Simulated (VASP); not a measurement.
# TiO2 (I4_1/amd) in VASP: notebook, part 2 of 2

VASP 6.6.1. Earlier steps stand in the parts before.

### Step 3. Electric field gradients, LDA (volume scaled by 1.02)

The input, INCAR:

```
ALGO     = Normal         # electronic algorithm
EDIFF    = 1E-8           # SCF threshold, eV
ENCUT    = 520            # plane-wave cutoff, eV
GGA      = CA             # functional
ISIF     = 2              # what is computed and relaxed
ISMEAR   = -1             # smearing method
LASPH    = True           # aspherical terms in the spheres
LCHARG   = False          # write CHGCAR
LEFG     = True         
LREAL    = False          # projectors in reciprocal space
LWAVE    = False          # write WAVECAR
NBANDS   = 33             # bands
NELM     = 100            # most SCF steps
PREC     = Accurate       # precision mode
SIGMA    = 0.08           # smearing width, eV
```

The input, KPOINTS:

```
k-points
0
Gamma
  13 13 13
```

The input, POSCAR:

```
TiO2
1.0
   -1.9050334778      1.9050334778      4.7885042294
    1.9050334778     -1.9050334778      4.7885042294
    1.9050334778      1.9050334778     -4.7885042294
Ti O
2 4
Direct
    0.0000000000      0.0000000000      0.0000000000
    0.7500000000      0.2500000000      0.5000000000
    0.2066000000      0.2066000000      0.0000000000
    0.9566000000      0.4566000000      0.5000000000
    0.5434000000      0.0434000000      0.5000000000
    0.7934000000      0.7934000000      0.0000000000
```

Potentials or basis: VASP PAW LDA potentials, release 64 (Ti_sv, O).

Launch:

```console
> cat potpaw_LDA.64/Ti_sv/POTCAR potpaw_LDA.64/O/POTCAR > POTCAR
> mpirun -np 1 vasp_std > vasp.out
```

OUTCAR:

```text
EDIFF = 1E-8
   ENCUT = 520
   GGA = CA
   ISIF = 2
   ISMEAR = -1
   LASPH = True
   LREAL = False
   NELM = 100
   PREC = Accurate

 ion  position               nearest neighbor table
   1  0.000  0.000  0.000-   5 1.95   4 1.95   5 1.95   4 1.95   3 1.98   6 1.98
   2  0.750  0.250  0.500-   6 1.95   3 1.95   6 1.95   3 1.95   4 1.98   5 1.98
   3  0.207  0.207  0.000-   2 1.95   2 1.95   1 1.98
   4  0.957  0.457  0.500-   1 1.95   1 1.95   2 1.98
   5  0.543  0.043  0.500-   1 1.95   1 1.95   2 1.98
   6  0.793  0.793  0.000-   2 1.95   2 1.95   1 1.98

  LATTYP: Found a body centered tetragonal cell.
 ALAT       =     3.8100669556
 C/A-ratio  =     2.5136063409

  Lattice vectors:

 A1 = (  -1.9050334778,   1.9050334778,   4.7885042294)
 A2 = (   1.9050334778,  -1.9050334778,   4.7885042294)
 A3 = (   1.9050334778,   1.9050334778,  -4.7885042294)

Analysis of symmetry for initial positions (statically):
=====================================================================
 Subroutine PRICEL returns:
 Original cell was already a primitive cell.

 Routine SETGRP: Setting up the symmetry group for a
 body centered tetragonal supercell.

 Subroutine GETGRP returns: Found 16 space group operations
 (whereof  8 operations were pure point group operations)
 out of a pool of 16 trial point group operations.

The static configuration has the point symmetry D_2d.
 The point group associated with its full space group is D_4h.

Analysis of symmetry for dynamics (positions and initial velocities):
=====================================================================
 Subroutine PRICEL returns:
[... 1045 lines left out ...]
  Total       -4.2754099     -4.2754099     -2.9763173      0.0000000      0.0000000      0.0000000
  in kB      -98.5424268    -98.5424268    -68.6000961      0.0000000      0.0000000      0.0000000
  external PRESSURE =     -88.5616499 kB  Pullay stress =       0.0000000 kB

 VOLUME and BASIS-vectors are now :
 -----------------------------------------------------------------------------
  energy-cutoff  :      520.00
  volume of cell :       69.51
      direct lattice vectors                 reciprocal lattice vectors
    -1.905033478  1.905033478  4.788504229     0.000000000  0.262462579  0.104416740
     1.905033478 -1.905033478  4.788504229     0.262462579  0.000000000  0.104416740
     1.905033478  1.905033478 -4.788504229     0.262462579  0.262462579  0.000000000

 POSITION                                       TOTAL-FORCE (eV/Angst)
 -----------------------------------------------------------------------------------
      0.00000      0.00000      0.00000         0.000000      0.000000     -0.000000
      0.00000      1.90503      2.39425         0.000000      0.000000     -0.000000
      0.00000      0.00000      1.97861        -0.000000      0.000000      0.011954
      0.00000      1.90503      4.37286         0.000000     -0.000000      0.011954
      0.00000      1.90503      0.41564         0.000000     -0.000000     -0.011954
      0.00000      0.00000      7.59840        -0.000000      0.000000     -0.011954
 -----------------------------------------------------------------------------------
    total drift:                                0.000000     -0.000000     -0.000000

  FREE ENERGIE OF THE ION-ELECTRON SYSTEM (eV)
  ---------------------------------------------------
  free  energy   TOTEN  =       -58.7501818210 eV

  energy  without entropy=      -58.7501815243  energy(sigma->0) =      -58.75018167

 Electric field gradients (V/A^2)
---------------------------------------------------------------------
 ion       V_xx      V_yy      V_zz      V_xy      V_xz      V_yz
---------------------------------------------------------------------
   1       0.469     0.469    -0.939    -0.000     0.000     0.000
   2       0.469     0.469    -0.939    -0.000     0.000     0.000
   3      -5.655    14.848    -9.193    -0.000    -0.001    -0.001
   4      14.848    -5.655    -9.193    -0.000    -0.001    -0.001
   5      -5.655    14.848    -9.193    -0.000    -0.001    -0.001
   6      14.848    -5.655    -9.193    -0.000    -0.001    -0.001
---------------------------------------------------------------------

 Electric field gradients after diagonalization (V/A^2)
 (convention: |V_zz| > |V_xx| > |V_yy|)
----------------------------------------------------------------------
 ion       V_xx      V_yy      V_zz     asymmetry (V_yy - V_xx)/ V_zz
----------------------------------------------------------------------
   1       0.470     0.469    -0.939       0.001
   2       0.470     0.469    -0.939       0.001
   3      -9.193    -5.655    14.848       0.238
   4      -9.193    -5.655    14.848       0.238
   5      -9.193    -5.655    14.848       0.238
   6      -9.193    -5.655    14.848       0.238
----------------------------------------------------------------------

           NMR quadrupolar parameters

 Cq : quadrupolar parameter    Cq=e*Q*V_zz/h
 eta: asymmetry parameters     (V_yy - V_xx)/ V_zz
 Q  : nuclear electric quadrupole moment in mb (millibarn)
----------------------------------------------------------------------
 ion       Cq(MHz)       eta       Q (mb)
----------------------------------------------------------------------
   1      -0.002       0.001       1.000
   2      -0.002       0.001       1.000
   3       0.036       0.238       1.000
   4       0.036       0.238       1.000
   5       0.036       0.238       1.000
   6       0.036       0.238       1.000
----------------------------------------------------------------------
```

OSZICAR:

```text
N       E                     dE             d eps       ncg     rms          rms(c)
DAV:   1     0.644564053041E+03    0.64456E+03   -0.24201E+04 12936   0.167E+03
[... 11 lines left out ...]
DAV:  13    -0.587502513093E+02    0.28456E-03   -0.72803E-04 17777   0.279E-01    0.624E-02
DAV:  14    -0.587501787178E+02    0.72592E-04   -0.23413E-04 16736   0.169E-01    0.195E-02
DAV:  15    -0.587501818441E+02   -0.31263E-05   -0.48483E-05 17236   0.476E-02    0.422E-03
DAV:  16    -0.587501819512E+02   -0.10713E-06   -0.29119E-06 19268   0.117E-02    0.319E-03
DAV:  17    -0.587501818218E+02    0.12943E-06   -0.49551E-07 20412   0.642E-03    0.589E-04
DAV:  18    -0.587501818228E+02   -0.10250E-08   -0.12378E-07 17446   0.280E-03    0.467E-04
DAV:  19    -0.587501818210E+02    0.18345E-08   -0.54985E-09 10483   0.656E-04
   1 F= -.58750182E+02 E0= -.58750182E+02  d E =-.296734E-06
```

It took 25 min on 1 thread of AMD EPYC 7R13, shared host; peak memory 0.44 GiB.

What came out:

```yaml
Free_energy: -58.7502 eV
Pressure: -8.9 GPa
Largest_force: 0.012 eV/Å
Band_gap_on_the_k_mesh: 2.00 eV, indirect (least direct gap 2.31 eV)
```

Forces on the atoms (eV/Å):
```
Ti   0.000  0.000  0.000
Ti   0.000  0.000  0.000
O    0.000  0.000  0.012
O    0.000  0.000  0.012
O    0.000  0.000 -0.012
O    0.000  0.000 -0.012
```

Levels at points of the mesh, in eV from the valence-band top:
```csv
k point,band 21,band 22,band 23,band 24,band 25,band 26,band 27,band 28
"(0.00, 0.00, 0.00)",-0.74,-0.73,-0.42,-0.42,2.01,2.75,3.92,3.92
```

Electric field gradients, principal values (V/Å²):
| atom | least | middle | greatest (by size) |
| --- | --- | --- | --- |
| 1 Ti | 0.469 | 0.470 | -0.939 |
| 2 Ti | 0.469 | 0.470 | -0.939 |
| 3 O | -5.655 | -9.193 | 14.848 |
| 4 O | -5.655 | -9.193 | 14.848 |
| 5 O | -5.655 | -9.193 | 14.848 |
| 6 O | -5.655 | -9.193 | 14.848 |

Caveat: without QUAD_EFG the Cq values of the log hold for a quadrupole moment of 1 mb, not for the nuclei. A k mesh can miss the band edges.
